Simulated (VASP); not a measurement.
# AlNi (Pm-3m) in VASP: a series of runs

Aim: see how the results for AlNi move with the level of theory and the settings. Levels: PBE, PBEsol. Tasks: single point.

Everything below comes from runs of VASP 6.6.1. Logs are shortened: lines on timing, memory, paths and dates and some standing lists are left out, and cuts for length are marked.

### Step 1. The cell of the first run

It takes space group Pm-3m (No. 221, cubic). The conventional cell has a = 2.881 Å, b = 2.881 Å, c = 2.881 Å, α = 90.00°, β = 90.00°, γ = 90.00°. Ni (site symmetry m-3m) has 8 Al at 2.50 Å and 6 Ni at 2.88 Å within 3.3 Å. Within 3.3 Å of Al (site symmetry m-3m) lie 8 Ni at 2.50 Å and 6 Al at 2.88 Å.

### Step 2. Single point, PBE, collinear spin, ferromagnetic start

INCAR

```
PREC = Accurate
ENCUT = 690
EDIFF = 1E-6
ISMEAR = -1
SIGMA = 0.05
LREAL = False
LASPH = True
NELM = 200
ALGO = Normal
ISIF = 2
LWAVE = False
LCHARG = False
ISPIN = 2
MAGMOM = 1 0
LORBIT = 11
NUPDOWN = 1.0
LMAXMIX = 4
GGA = PE
NBANDS = 22
GGA_COMPAT = False
```

KPOINTS

```
Automatic mesh
0
Gamma
  8 8 8
```

POSCAR

```
AlNi
1.0
    2.8810000000      0.0000000000      0.0000000000
    0.0000000000      2.8810000000      0.0000000000
    0.0000000000      0.0000000000      2.8810000000
Ni Al
1 1
Direct
    0.5000000000      0.5000000000      0.5000000000
    0.0000000000      0.0000000000      0.0000000000
```

Potentials or basis: VASP PAW PBE potentials, release 64 (Ni_sv_GW, Al).

Started as:

```sh
$ cat potpaw_PBE.64/Ni_sv_GW/POTCAR potpaw_PBE.64/Al/POTCAR > POTCAR
$ mpirun -np 1 vasp_std > vasp.out
```

OUTCAR:

```text
PREC = Accurate
   ENCUT = 690
   EDIFF = 1E-6
   ISMEAR = -1
   LREAL = False
   LASPH = True
   NELM = 200
   ISIF = 2
   ISPIN = 2
   LORBIT = 11
   NUPDOWN = 1.0
   GGA = PE

 ion  position               nearest neighbor table
   1  0.500  0.500  0.500-   2 2.50   2 2.50   2 2.50   2 2.50   2 2.50   2 2.50   2 2.50   2 2.50

   2  0.000  0.000  0.000-   1 2.50   1 2.50   1 2.50   1 2.50   1 2.50   1 2.50   1 2.50   1 2.50

  LATTYP: Found a simple cubic cell.
 ALAT       =     2.8810000000

  Lattice vectors:

 A1 = (   2.8810000000,   0.0000000000,   0.0000000000)
 A2 = (   0.0000000000,   2.8810000000,   0.0000000000)
 A3 = (   0.0000000000,   0.0000000000,   2.8810000000)

Analysis of symmetry for initial positions (statically):
=====================================================================
 Subroutine PRICEL returns:
 Original cell was already a primitive cell.

 Routine SETGRP: Setting up the symmetry group for a
 simple cubic supercell.

 Subroutine GETGRP returns: Found 48 space group operations
 (whereof 48 operations were pure point group operations)
 out of a pool of 48 trial point group operations.

The static configuration has the point symmetry O_h .

Analysis of symmetry for dynamics (positions and initial velocities):
=====================================================================
 Subroutine PRICEL returns:
 Original cell was already a primitive cell.

 Routine SETGRP: Setting up the symmetry group for a
 simple cubic supercell.

 Subroutine GETGRP returns: Found 48 space group operations
 (whereof 48 operations were pure point group operations)
 out of a pool of 48 trial point group operations.

The dynamic configuration has the point symmetry O_h .

Analysis of structural, dynamic, and magnetic symmetry:
=====================================================================
 Subroutine PRICEL returns:
 Original cell was already a primitive cell.

 Routine SETGRP: Setting up the symmetry group for a
 simple cubic supercell.

 Subroutine GETGRP returns: Found 48 space group operations
 (whereof 48 operations were pure point group operations)
 out of a pool of 48 trial point group operations.

The overall configuration has the point symmetry O_h .

 Subroutine INISYM returns: Found 48 space group operations
 (whereof 48 operations are pure point group operations),
 and found     1 'primitive' translations

----------------------------------------------------------------------------------------

                                     Primitive cell

  volume of cell :      23.9128

  direct lattice vectors                    reciprocal lattice vectors
     2.881000000  0.000000000  0.000000000     0.347101701  0.000000000  0.000000000
     0.000000000  2.881000000  0.000000000     0.000000000  0.347101701  0.000000000
     0.000000000  0.000000000  2.881000000     0.000000000  0.000000000  0.347101701

  length of vectors
     2.881000000  2.881000000  2.881000000     0.347101701  0.347101701  0.347101701

  position of ions in fractional coordinates (direct lattice)
     0.500000000  0.500000000  0.500000000
     0.000000000  0.000000000  0.000000000

  ion indices of the primitive-cell ions
   primitive index   ion index
                 1           1
                 2           2

----------------------------------------------------------------------------------------

 KPOINTS: Automatic mesh

Automatic generation of k-mesh.
 Grid dimensions read from file:
 generate k-points for:    8    8    8

 Generating k-lattice:

  Cartesian coordinates                     Fractional coordinates (reciprocal lattice)
     0.043387713  0.000000000  0.000000000     0.125000000  0.000000000  0.000000000
     0.000000000  0.043387713  0.000000000     0.000000000  0.125000000  0.000000000
     0.000000000  0.000000000  0.043387713     0.000000000  0.000000000  0.125000000

  Length of vectors
     0.043387713  0.043387713  0.043387713

  Shift w.r.t. Gamma in fractional coordinates (k-lattice)
     0.000000000  0.000000000  0.000000000

 Subroutine IBZKPT returns following result:
 ===========================================

 Found     35 irreducible k-points:

 Following reciprocal coordinates:
            Coordinates               Weight
  0.000000  0.000000  0.000000      1.000000
  0.125000  0.000000  0.000000      6.000000
  0.250000  0.000000  0.000000      6.000000
  0.375000  0.000000  0.000000      6.000000
  0.500000  0.000000  0.000000      3.000000
  0.125000  0.125000  0.000000     12.000000
[... 16 lines left out ...]
  0.375000  0.375000  0.125000     24.000000
  0.500000  0.375000  0.125000     24.000000
 [... further k-points ...]
   k-points           NKPTS =     35   k-points in BZ     NKDIM =     35   number of bands    NBANDS=     22
   number of dos      NEDOS =    301   number of ions     NIONS =      2
   total plane-waves  NPLWV =  21952
   dimension x,y,z NGX =    28 NGY =   28 NGZ =   28
   dimension x,y,z NGXF=    56 NGYF=   56 NGZF=   56
   ions per type =               1   1
   NGX,Y,Z   is equivalent  to a cutoff of  16.16, 16.16, 16.16 a.u.
   NGXF,Y,Z  is equivalent  to a cutoff of  32.31, 32.31, 32.31 a.u.
 SYSTEM =  unknown system
   PREC   = accura    normal or accurate (medium, high low for compatibility)
   ISTART =      0    job   : 0-new  1-cont  2-samecut
   ICHARG =      2    charge: 1-file 2-atom 10-const
   ISPIN  =      2    spin polarized calculation?
   LNONCOLLINEAR =      F non collinear calculations
   LSORBIT =      F    spin-orbit coupling
   LASPH  =      T    aspherical Exc in radial PAW
   ENCUT  =  690.0 eV  50.71 Ry    7.12 a.u.   6.17  6.17  6.17*2*pi/ulx,y,z
   NELM   =    200;   NELMIN=  2; NELMDL= -5     # of ELM steps
   EDIFF  = 0.1E-05   stopping-criterion for ELM
   LREAL  =      F    real-space projection
[... 7 lines left out ...]
   TEBEG  =    0.0;   TEEND  =   0.0 temperature during run
   PSTRESS=    0.0 pullay stress
   NELECT =      21.0000    total number of electrons
   NUPDOWN=       1.0000    fix difference up-down
   EMIN   =  10.00;   EMAX   =-10.00  energy-range for DOS
   EFERMI =   0.00;   METHOD = LEGACY
   ISMEAR =    -1;   SIGMA  =   0.05  broadening in eV -4-tet -1-fermi 0-gaus
   EFERMI_NEDOS =   21; number of points for ismear=-14 and -15
   IALGO  =     38    algorithm
   IMIX   =      4    mixing-type and parameters
     AMIX     =   0.40;   BMIX     =  1.00
     AMIX_MAG =   1.60;   BMIX_MAG =  1.00
  volume/ion in A,a.u.               =      11.96        80.69
  Fermi-wavevector in a.u.,A,eV,Ry     =   1.567730  2.962581 33.440102  2.457778
  Thomas-Fermi vector in A             =   2.669867
   LORBIT       =     11    0 simple, 1 ext, 2 COOP (PROOUT), +10 PAW based schemes
   GGA     = PE    functional components
   LHFCALC =     F    Hartree Fock is set to
   AEXX    =    0.0000 exact exchange contribution
   IVDW    =     0    specifies the selected vdW correction
   LEPSILON=     F    determine dielectric tensor
   LRPA    =     F    only Hartree local field effects (RPA)
 spin polarized calculation
  energy-cutoff  :      690.00
  volume of cell :       23.91
 maximum number of plane-waves:      1021
 NGX is ok and might be reduce to    28
   NGX = 13   NGY = 13   NGZ = 13

 number of electron      20.9999980 magnetization       0.9999997

 Free energy of the ion-electron system (eV)
  ---------------------------------------------------
  ext. energy  EPLUGINS =         0.00000000
  ---------------------------------------------------
  free energy    TOTEN  =       -10.97015435 eV

  energy without entropy =      -10.96188990  energy(sigma->0) =      -10.96602212

 E-fermi :   8.7261     XC(G=0): -12.3424

 val. band max:       10.9797237743   @ k =   0.3750   0.3750   0.0000
 cond. band min:       8.7596954353   @ k =   0.5000   0.3750   0.1250
 fundamental gap:     -2.2200283390
 Fermi energy:        10.9966166741

 spin component 1

 k-point     1 :       0.0000    0.0000    0.0000
  band No.  band energies     occupation
      1     -94.8095      1.00000
      2     -55.1883      1.00000
      3     -55.1883      1.00000
      4     -55.1883      1.00000
      5      -1.9877      1.00000
      6       5.3806      1.00000
[... 14 lines left out ...]
     21      32.4397      0.00000
     22      32.4397      0.00000

 k-point     2 :       0.1250    0.0000    0.0000
  band No.  band energies     occupation
      1     -94.8087      1.00000
      2     -55.1912      1.00000
      3     -55.1878      1.00000
      4     -55.1878      1.00000
      5      -1.7002      1.00000
      6       5.3743      1.00000
[... 542 lines left out ...]
 k-point    24 :       0.5000    0.3750    0.1250
  band No.  band energies     occupation
      1     -94.8063      1.00000
      2     -55.2082      1.00000
      3     -55.2046      1.00000
      4     -55.1879      1.00000
      5       3.5814      1.00000
      6       4.7349      1.00000
[... 14 lines left out ...]
     21      33.1877      0.00000
     22      35.6744      0.00000

 [... further k-points ...]

 spin component 2

 k-point     1 :       0.0000    0.0000    0.0000
  band No.  band energies     occupation
      1     -94.0093      1.00000
      2     -54.4080      1.00000
      3     -54.4080      1.00000
      4     -54.4080      1.00000
      5      -1.6857      1.00000
      6       6.2499      1.00000
[... 14 lines left out ...]
     21      32.7324      0.00000
     22      32.7324      0.00000

 k-point     2 :       0.1250    0.0000    0.0000
  band No.  band energies     occupation
      1     -94.0085      1.00000
      2     -54.4109      1.00000
      3     -54.4074      1.00000
      4     -54.4074      1.00000
      5      -1.3980      1.00000
      6       6.2145      1.00000
[... 542 lines left out ...]
 k-point    24 :       0.5000    0.3750    0.1250
  band No.  band energies     occupation
      1     -94.0060      1.00000
      2     -54.4284      1.00000
      3     -54.4247      1.00000
      4     -54.4075      1.00000
      5       3.9307      1.00000
      6       5.1592      1.00000
[... 14 lines left out ...]
     21      33.4600      0.00000
     22      36.0641      0.00000

 [... further k-points ...]

------------------------ aborting loop because EDIFF is reached ----------------------------------------

  FORCE on cell =-STRESS in cart. coord.  units (eV):
  Direction    XX          YY          ZZ          XY          YZ          ZX
  --------------------------------------------------------------------------------------
  -------------------------------------------------------------------------------------
  Total        0.6665960      0.6665960      0.6665960      0.0000000     -0.0000000      0.0000000
  in kB       44.6625482     44.6625482     44.6625482      0.0000000     -0.0000000      0.0000000
  external PRESSURE =      44.6625482 kB  Pullay stress =       0.0000000 kB

 VOLUME and BASIS-vectors are now :
 -----------------------------------------------------------------------------
  energy-cutoff  :      690.00
  volume of cell :       23.91
      direct lattice vectors                 reciprocal lattice vectors
     2.881000000  0.000000000  0.000000000     0.347101701  0.000000000  0.000000000
     0.000000000  2.881000000  0.000000000     0.000000000  0.347101701  0.000000000
     0.000000000  0.000000000  2.881000000     0.000000000  0.000000000  0.347101701

 POSITION                                       TOTAL-FORCE (eV/Angst)
 -----------------------------------------------------------------------------------
      1.44050      1.44050      1.44050         0.000000      0.000000      0.000000
      0.00000      0.00000      0.00000         0.000000      0.000000      0.000000
 -----------------------------------------------------------------------------------
    total drift:                                0.000000      0.000000      0.000000

  FREE ENERGIE OF THE ION-ELECTRON SYSTEM (eV)
  ---------------------------------------------------
  free  energy   TOTEN  =       -10.9701543455 eV

  energy  without entropy=      -10.9618898995  energy(sigma->0) =      -10.96602212

 total charge

# of ion       s       p       d       f       tot
--------------------------------------------------
    1        2.234   6.327   7.853   0.002  16.416
    2        0.382   0.420   0.000   0.000   0.802
--------------------------------------------------
tot          2.616   6.747   7.853   0.002  17.218

 magnetization (x)

# of ion       s       p       d       f       tot
--------------------------------------------------
    1        0.026   0.058   0.630   0.000   0.715
    2        0.010   0.050   0.000   0.000   0.060
--------------------------------------------------
tot          0.036   0.109   0.630   0.000   0.775
```

Wall time 32 s (1 thread of Intel Xeon 6975P-C (Granite Rapids), shared host); peak memory 0.21 GiB.

Results:

| Item | Value |
| --- | --- |
| Free energy | -10.9702 eV |
| Pressure | 4.5 GPa |
| Net moment | 1.00 μB per cell |
| Site moments | Ni +0.71; Al +0.06 μB |
| Valence electrons inside the program's atomic spheres | Ni 16.42; Al 0.80 |

Caveat: the cell stands under pressure; the total moment is fixed, so each spin has its own Fermi level and the state may be an excited one.

### Step 3. Single point, PBEsol, collinear spin, ferromagnetic start

INCAR

```
SYSTEM = AlNi
PREC = Accurate ; ENCUT = 690
EDIFF = 1E-6 ; ISMEAR = -1
SIGMA = 0.05 ; LREAL = .FALSE.
LASPH = .TRUE. ; NELM = 200
ALGO = Normal ; ISIF = 2
LWAVE = .FALSE. ; LCHARG = .FALSE.
ISPIN = 2 ; MAGMOM = 1.5 0
LORBIT = 11 ; NUPDOWN = 1.5
LMAXMIX = 4 ; GGA = PS
NBANDS = 22 ; GGA_COMPAT = .FALSE.
```

KPOINTS

```
regular mesh
0
G
  8 8 8
  0 0 0
```

POSCAR is that of step 2.

Potentials or basis: VASP PAW PBE potentials, release 64 (Ni_sv_GW, Al).

Started as:

```sh
$ cat potpaw_PBE.64/Ni_sv_GW/POTCAR potpaw_PBE.64/Al/POTCAR > POTCAR
$ mpirun -np 1 vasp_std > vasp.out
```

OUTCAR:

```text
SYSTEM = AlNi
   PREC = Accurate
   ENCUT = 690
   EDIFF = 1E-6
   ISMEAR = -1
   LREAL = .FALSE.
   LASPH = .TRUE.
   NELM = 200
   ISIF = 2
   ISPIN = 2
   LORBIT = 11
   NUPDOWN = 1.5
   GGA = PS

 ion  position               nearest neighbor table
   1  0.500  0.500  0.500-   2 2.50   2 2.50   2 2.50   2 2.50   2 2.50   2 2.50   2 2.50   2 2.50

   2  0.000  0.000  0.000-   1 2.50   1 2.50   1 2.50   1 2.50   1 2.50   1 2.50   1 2.50   1 2.50

  LATTYP: Found a simple cubic cell.
 ALAT       =     2.8810000000
[... 1419 lines left out ...]

 VOLUME and BASIS-vectors are now :
 -----------------------------------------------------------------------------
  energy-cutoff  :      690.00
  volume of cell :       23.91
      direct lattice vectors                 reciprocal lattice vectors
     2.881000000  0.000000000  0.000000000     0.347101701  0.000000000  0.000000000
     0.000000000  2.881000000  0.000000000     0.000000000  0.347101701  0.000000000
     0.000000000  0.000000000  2.881000000     0.000000000  0.000000000  0.347101701

 POSITION                                       TOTAL-FORCE (eV/Angst)
 -----------------------------------------------------------------------------------
      1.44050      1.44050      1.44050         0.000000      0.000000      0.000000
      0.00000      0.00000      0.00000         0.000000      0.000000      0.000000
 -----------------------------------------------------------------------------------
    total drift:                                0.000000      0.000000      0.000000

  FREE ENERGIE OF THE ION-ELECTRON SYSTEM (eV)
  ---------------------------------------------------
  free  energy   TOTEN  =       -11.2535813631 eV

  energy  without entropy=      -11.2446632740  energy(sigma->0) =      -11.24912232

 total charge

# of ion       s       p       d       f       tot
--------------------------------------------------
    1        2.258   6.337   7.804   0.002  16.401
    2        0.392   0.413   0.000   0.000   0.805
--------------------------------------------------
tot          2.650   6.750   7.804   0.002  17.206

 magnetization (x)

# of ion       s       p       d       f       tot
--------------------------------------------------
    1        0.053   0.092   0.872   0.001   1.017
    2        0.028   0.065   0.000   0.000   0.092
--------------------------------------------------
tot          0.081   0.156   0.872   0.001   1.110
```

stdout:

```text
POSCAR found type information on POSCAR NiAl
 POSCAR found :  2 types and       2 ions
 scaLAPACK will be used
 -----------------------------------------------------------------------------
|                                                                             |
|                                                                             |
|     You enforced a specific xc type in the INCAR file but a different       |
|     I HOPE YOU KNOW WHAT YOU ARE DOING!                                     |
|                                                                             |
 -----------------------------------------------------------------------------

 LDA part: xc-table for (Slater+PW92), standard interpolation
 POSCAR, INCAR and KPOINTS ok, starting setup
 FFT: planning ... GRIDC
 FFT: planning ... GRID_SOFT
 FFT: planning ... GRID
 WAVECAR not read
 entering main loop
```

Wall time 96 s (1 thread of Intel Xeon Platinum 8375C at 2.90GHz (Ice Lake), shared host); peak memory 0.21 GiB.

Results:

| Item | Value |
| --- | --- |
| Free energy | -11.2536 eV |
| Pressure | 6.2 GPa |
| Net moment | 1.50 μB per cell |
| Site moments | Ni +1.02; Al +0.09 μB |
| Valence electrons inside the program's atomic spheres | Ni 16.40; Al 0.81 |

Caveat: the cell stands under pressure; the PAW data sets were made with another functional, which shifts forces and pressure a little; the total moment is fixed, so each spin has its own Fermi level and the state may be an excited one.

### Step 4. Single point, PBE, collinear spin, ferromagnetic start

INCAR

```
SYSTEM = AlNi
  PREC = Accurate
  ENCUT = 690
  EDIFF = 1E-6
  ISMEAR = -1
  SIGMA = 0.05
  LREAL = .False.
  LASPH = .True.
  NELM = 200
  ALGO = Normal
  ISIF = 2
  LWAVE = .False.
  LCHARG = .False.
  ISPIN = 2
  MAGMOM = 0.8 0
  LORBIT = 11
  NUPDOWN = 0.8
  LMAXMIX = 4
  GGA = PE
  NBANDS = 22
  GGA_COMPAT = .False.
```

KPOINTS

```
regular mesh
0
Gamma
  8 8 8
  0 0 0
```

POSCAR is that of step 3.

Started as:

```sh
$ cat potpaw_PBE.64/Ni_sv_GW/POTCAR potpaw_PBE.64/Al/POTCAR > POTCAR
$ mpirun -np 1 vasp_std > vasp.out
```

Run time: 83 s. Hardware: 1 thread of Intel Xeon 6975P-C (Granite Rapids), shared host; peak memory 0.21 GiB.

It converged, with:

| Quantity | Value |
| --- | --- |
| Free energy | -11.1648 eV |
| Pressure | 3.2 GPa |
| Net moment | 0.80 μB per cell |
| Site moments | Ni +0.58; Al +0.05 μB |
| Valence electrons inside the program's atomic spheres | Ni 16.43; Al 0.80 |

Caveat: the cell stands under pressure; the total moment is fixed, so each spin has its own Fermi level and the state may be an excited one.

### Step 5. Summary

| level | fixed moment (μB) | pressure (GPa) | moment (μB) |
| --- | --- | --- | --- |
| PBE | 1.0 | 4.5 | 1.00 |
| PBEsol | 1.5 | 6.2 | 1.50 |
| PBE | 0.8 | 3.2 | 0.80 |

Alike in all rows: task single point; potentials or basis VASP PAW PBE potentials, release 64 (Ni_sv_GW, Al); spin collinear, ferromagnetic start; cell as given; k mesh 8 × 8 × 8; cutoff (eV) 690; smearing fermi-dirac 0.05 eV.

The pressure there spans 3.2 GPa (PBE) to 6.2 GPa (PBEsol); a positive pressure means that this level wants a larger cell, a negative one a smaller.

Caveats: the cell stands under pressure; the total moment is fixed, so each spin has its own Fermi level and the state may be an excited one; the PAW data sets were made with another functional, which shifts forces and pressure a little (at least some runs).

Total energies depend on the potentials used, so only differences within one code and one set of settings carry meaning.
